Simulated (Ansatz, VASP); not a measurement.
# GeSb2Te4 in VASP and in Ansatz

```
CELL_PARAMETERS angstrom
7.31611 0.00000 0.00000
0.00000 7.31611 0.00000
0.00000 0.00000 4.31253
ATOMIC_POSITIONS crystal
Ge 0.00000 0.00000 0.00000
Sb 0.00000 0.50000 0.50000
Sb 0.50000 0.00000 0.50000
Te 0.76573 0.76573 0.00000
Te 0.23427 0.23427 0.00000
Te 0.76573 0.23427 0.00000
Te 0.23427 0.76573 0.00000
```

Change from the starting cell: species swapped into the K2PtBr4 type (P4/mmm, No. 123).

Alike in both runs: task relaxation of cell and atoms; functional PBE; k mesh 2 × 2 × 4; occupations gaussian, width 0.2 eV; no spin polarisation.

```csv
,VASP,Ansatz
version,VASP 6.6.1,Ansatz 0.2.0
potentials or method,"VASP PAW PBE potentials, release 64 (Ge_d, Sb, Te), cutoff 600 eV","scalar-relativistic, plane waves, PAW"
valence electrons in the cell,48,108
```

Ansatz gave:

- gap on the k mesh at the Fermi level, each at its own relaxed structure (eV): none
- relaxed volume (Å³/atom): 31.07
- relaxed cell length with the largest relative difference (Å): 3.940

Q: Estimate VASP's values.

A: gap on the k mesh at the Fermi level, each at its own relaxed structure (eV): none; relaxed volume (Å³/atom): 30.52; relaxed cell length with the largest relative difference (Å): 3.582.

A gap of «none» marks a metal or a gap that the smearing closes. One of these differences is far larger than is usual between the two programs; its cause wasn't traced. VASP's potentials hold 48 valence electrons a cell and Ansatz's 108, so a difference there can come from the potentials and not from the codes.

The k mesh is coarse, so the values compare programs but aren't converged. Spin-orbit coupling is off throughout.
